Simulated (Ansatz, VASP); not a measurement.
One calculation of SbMo, two programs

```xyz
2
Lattice="0.0000 2.7253 2.7253 2.7253 0.0000 2.7253 2.7253 2.7253 0.0000" Properties=species:S:1:pos:R:3 pbc="T T T"
Mo    2.7253    2.8453    2.7253
Sb    0.0000    0.0000    0.0000
```

Alike in both runs: task single point; functional PBEsol; k mesh 10 × 10 × 10; occupations gaussian, width 0.05 eV; no spin polarisation.

|  | VASP | Ansatz |
| --- | --- | --- |
| version | VASP 6.6.1 | Ansatz 0.2.0 |
| potentials or method | VASP PAW PBE potentials, release 64 (Mo_sv, Sb), cutoff 520 eV | scalar-relativistic, plane waves, PAW |
| valence electrons in the cell | 19 | 29 |

```tsv
	VASP	Ansatz	Ansatz less VASP
gap on the k mesh at the Fermi level (eV)	none	none	-
pressure (GPa)	1.0	0.9	-0.09
traceless stress, the component that is largest in VASP (GPa)	2.43	2.45	+0.026
rms of the force components (eV/Å)	0.556	0.557	+0.0011
```

VASP's potentials were made for PBE, not for PBEsol. Atom by atom the forces differ by 0.001 eV/Å (rms over components). A gap of «none» marks a metal or a gap that the smearing closes. The functional is the same, so the differences come from potentials, cutoffs and numerics. VASP's potentials hold 19 valence electrons a cell and Ansatz's 29, so a difference there can come from the potentials and not from the codes.

Neither program's run includes spin-orbit coupling.
